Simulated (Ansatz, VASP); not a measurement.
## Si16O in VASP and in Ansatz

```
Si O
1.0
     0.00000    5.43000    5.43000
     5.43000    0.00000    5.43000
     5.43000    5.43000    0.00000
Si O
16 1
Direct
  0.05071 0.97387 0.97651
  0.12786 0.11321 0.13169
  0.94626 0.00132 0.50633
  0.08096 0.12552 0.61924
  0.00392 0.48823 0.00250
  0.14438 0.59979 0.12476
  0.00699 0.48988 0.50081
  0.11434 0.62831 0.62833
  0.50365 0.99350 0.00466
  0.67958 0.10682 0.09080
  0.54995 0.97582 0.46129
  0.57439 0.13478 0.63352
  0.51993 0.47990 0.00030
  0.62949 0.61880 0.12576
  0.48977 0.50801 0.49989
  0.63732 0.60980 0.62677
  0.31594 0.03645 0.44623
```

Alike in both runs: functional PBE; k mesh 2 × 2 × 2; occupations fermi-dirac, width 0.02 eV; collinear spin.

Ansatz relaxed the structure, and its values are those at the end. VASP's run is a single point on that final structure, the one shown.

|  | VASP | Ansatz |
| --- | --- | --- |
| version | VASP 6.6.1 | Ansatz 0.2.0 |
| potentials or method | VASP PAW PBE potentials, release 64 (Si, O), cutoff 520 eV | scalar-relativistic, plane waves, PAW |
| valence electrons in the cell | 70 | 70 |

```csv
,VASP,Ansatz,Ansatz less VASP
rms of the force components (eV/Å),0.019,0.015,-0.0034
net moment per atom (μB),0.00,0.00,0.000
```

The functional is the same, so the differences come from potentials, cutoffs and numerics. Ansatz's warnings: seeded moment not kept.

The k mesh is coarse, so the values compare programs but aren't converged.
